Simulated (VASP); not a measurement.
## Si5C: relaxation of cell and atoms with r2SCAN

The system is Si5C.

```
CELL_PARAMETERS angstrom
3.61193 0.00000 0.00000
-1.80596 3.12802 0.00000
0.00000 0.00000 9.02239
ATOMIC_POSITIONS crystal
C 0.00000 0.00000 0.00483
Si 0.66667 0.33333 0.68216
Si 0.33333 0.66667 0.32096
Si 0.66667 0.33333 0.94318
Si 0.33333 0.66667 0.58114
Si 0.00000 0.00000 0.21773
```

```yaml
Program: VASP 6.6.1
Task: relaxation of cell and atoms
Functional: r2SCAN
Potentials_or_basis: VASP PAW PBE potentials, release 64 (C, Si)
Cutoff: 600 eV
k_mesh: 12 × 12 × 4
Occupations: fermi-dirac, width 0.02 eV
Spin: no spin polarisation
Dipole_correction: no
Further_INCAR_settings: ALGO = Normal; EDIFF = 1e-07; IBRION = 2; EDIFFG = -0.005; NSW = 80; ISIF = 3
```

The relaxed volume is 16.74 Å³/atom, the relaxed cell is a = 3.597 Å, b = 3.597 Å, c = 8.966 Å, α = 90.00°, β = 90.00°, γ = 120.00° and the space group after relaxing (to 0.1 Å) is P3m1 (No. 156). The energy gained by relaxing is 1.8 meV/atom. The ionic steps are 10, the pressure after relaxing is 0.0 GPa and the largest force after relaxing is 0.004 eV/Å. The band gap on the k mesh is zero (bands 12 and 13 overlap by 0.09 eV).

Forces in eV/Å, atoms in the order of the input:
```
C    0.000  0.000  0.003
Si   0.000  0.000  0.001
Si   0.000  0.000 -0.004
Si   0.000  0.000  0.001
Si   0.000  0.000 -0.002
Si   0.000  0.000  0.002
```

Step by step:
| step | energy change (eV) | largest force (eV/Å) | pressure (GPa) | volume (Å³) |
| --- | --- | --- | --- | --- |
| 1 | 0.0000 | 0.1747 | -1.81 | 101.94 |
| 2 | -0.0030 | 0.1802 | 1.67 | 99.13 |
| 3 | -0.0103 | 0.0798 | 0.04 | 100.40 |
| 4 | -0.0103 | 0.0810 | 0.00 | 100.43 |
| 5 | -0.0106 | 0.0288 | -0.01 | 100.43 |
| 6 | -0.0106 | 0.0309 | -0.01 | 100.43 |
| 7 | -0.0107 | 0.0132 | 0.03 | 100.41 |
| 8 | -0.0107 | 0.0138 | 0.03 | 100.41 |
| 9 | -0.0107 | 0.0066 | 0.00 | 100.45 |
| 10 | -0.0107 | 0.0042 | 0.00 | 100.44 |

Final structure:
```xyz
6
Lattice="3.5965 0.0000 0.0000 -1.7983 3.1147 0.0000 0.0000 0.0000 8.9665" Properties=species:S:1:pos:R:3 pbc="T T T"
C     0.0000    0.0000    0.0465
Si    1.7982    1.0382    6.1104
Si    0.0000    2.0764    2.8779
Si    1.7982    1.0382    8.4496
Si    0.0000    2.0764    5.2124
Si    0.0000    0.0000    1.9609
```

Levels at points of the mesh, in eV from the Fermi level:
```
           k point  band 9  band 10  band 11  band 12  band 13  band 14  band 15  band 16
(0.00, 0.00, 0.00)   -0.73    -0.73    -0.34     0.09     0.09     2.61     2.90     2.90
(0.50, 0.00, 0.00)   -3.76    -3.62    -2.46    -1.90     0.00     0.67     1.89     2.39
(0.00, 0.00, 0.50)   -0.61    -0.61    -0.13    -0.13     0.17     2.38     3.27     3.28
(0.50, 0.00, 0.50)   -4.43    -2.73    -2.23    -1.55     0.22     1.35     1.79     2.17
```

It took 110 min on 1 thread of Oxide Virtual Turin-like Processor, with other jobs on the host, peak memory 0.31 GiB.

Caveat: semilocal functionals underestimate gaps, and a narrow one can read as zero; the PAW data sets were made with another functional, which shifts forces and pressure a little.
